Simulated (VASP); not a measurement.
Input of a VASP 6.6.1 run:

INCAR

```
PREC     = Accurate       # precision mode
ENCUT    = 520            # plane-wave cutoff, eV
EDIFF    = 1E-6           # SCF threshold, eV
ISMEAR   = -1             # smearing method
SIGMA    = 0.05           # smearing width, eV
LREAL    = False          # projectors in reciprocal space
LASPH    = True           # aspherical terms in the spheres
NELM     = 150            # most SCF steps
ALGO     = Normal         # electronic algorithm
ISIF     = 2              # what is computed and relaxed
LWAVE    = False          # write WAVECAR
LCHARG   = False          # write CHGCAR
LNONCOLLINEAR= True           # non-collinear magnetism
MAGMOM   = 0 0 0.9 0 0 -1.7 0 0 1.2 0 0 -1.9 # initial moments
LORBIT   = 11             # projections on sites
LMAXMIX  = 4              # l up to which the mixer works
GGA      = PE             # functional
NBANDS   = 62             # bands
```

File KPOINTS:

```
regular mesh
0
Gamma
  2 2 2
```

POSCAR

```
Cr
1.0
    3.5647000000      0.0000000000      0.0000000000
    0.0000000000      3.5647000000      0.0000000000
    0.0000000000      0.0000000000      3.5647000000
Cr
4
Direct
    0.0000000000      0.0000000000      0.0000000000
    0.0000000000      0.5000000000      0.5000000000
    0.5000000000      0.0000000000      0.5000000000
    0.5000000000      0.5000000000      0.0000000000
```

Potentials or basis: VASP PAW PBE potentials, release 64 (Cr_pv).

Run with:

```sh
$ cat potpaw_PBE.64/Cr_pv/POTCAR > POTCAR
$ mpirun -np 1 vasp_ncl > vasp.out
```

Problem. What does it give for the net moment?

Solution. 0.17 μB per cell.

Problem. Estimate the band gap on the k mesh.

Solution. Zero (band 48 reaches 12.64 eV, above the bottom of band 49 at 11.17 eV).

Problem. Estimate the pressure.

Solution. 12.2 GPa.

Moments on the atoms (μB; x, y, z):
```
Cr   0.00  0.00  0.77
Cr   0.00  0.00 -1.06
Cr   0.00  0.00  0.85
Cr   0.00  0.00 -0.40
```

Caveat: the k points lie up to 0.88 Å⁻¹ apart.
